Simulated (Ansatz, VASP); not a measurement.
## Pd in VASP and in Ansatz

INCAR

```
PREC     = Accurate       # precision mode
ENCUT    = 520            # plane-wave cutoff, eV
EDIFF    = 1E-8           # SCF threshold, eV
ISMEAR   = -1             # smearing method
SIGMA    = 0.05           # smearing width, eV
LREAL    = False          # projectors in reciprocal space
LASPH    = True           # aspherical terms in the spheres
NELM     = 100            # most SCF steps
ALGO     = Normal         # electronic algorithm
ISIF     = 2              # what is computed and relaxed
LWAVE    = False          # write WAVECAR
LCHARG   = False          # write CHGCAR
GGA      = PS             # functional
LEFG     = True         
NBANDS   = 11             # bands
```

The input KPOINTS:

```
regular mesh
0
Gamma
  18 18 18
```

Contents of POSCAR:

```
Pd
1.0
    0.0194490000      1.9546245000      1.9546245000
    1.9546245000      0.0194490000      1.9546245000
    1.9546245000      1.9546245000      0.0194490000
Pd
1
Direct
    0.0000000000      0.0000000000      0.0000000000
```

Input for Ansatz:

```yaml
crystal:
  lattice:
    - [0.019449, 1.9546245, 1.9546245]
    - [1.9546245, 0.019449, 1.9546245]
    - [1.9546245, 1.9546245, 0.019449]
  atoms:
    - { symbol: Pd, position: [0.0, 0.0, 0.0] }
kpoints:
  mp_grid: { grid: [18, 18, 18] }
scf:
  occupations: { method: fermi_dirac, width: 0.05 }
hamiltonian:
  xc: pbesol
  pseudopotentials: { kind: paw }
output:
  forces: true
  stress: true
  eigenvalues: true
  efg: { contact_densities: true }
  write_density: true
  write_potential: true
  elf: true
  volumetric_format: npy
```

Change from the starting cell: equal xy, yz and zx shear strains of +1 %, PAW files.

Alike in both runs: task electric field gradients; functional PBEsol; k mesh 18 × 18 × 18; occupations fermi-dirac, width 0.05 eV; no spin polarisation.

```csv
,VASP,Ansatz
version,VASP 6.6.1,Ansatz 0.2.0
potentials or method,"VASP PAW PBE potentials, release 64 (Pd)","PAW with Ansatz's default frozen-core files, scalar-relativistic"
plane-wave cutoff (eV),520,420
valence electrons in the cell,10,18
```

```tsv
	VASP	Ansatz	Ansatz less VASP
pressure (GPa)	-2.5	-2.2	+0.33
traceless stress, the component that is largest in VASP (GPa)	-0.74	-0.74	0.000
size of Vzz on the site where it differs most (V/Å²)	3.4	6.8	+3.34
```

VASP's potentials were made for PBE, not for PBEsol. VASP's potentials hold 10 valence electrons a cell and Ansatz's 18, so a difference there can come from the potentials and not from the codes.
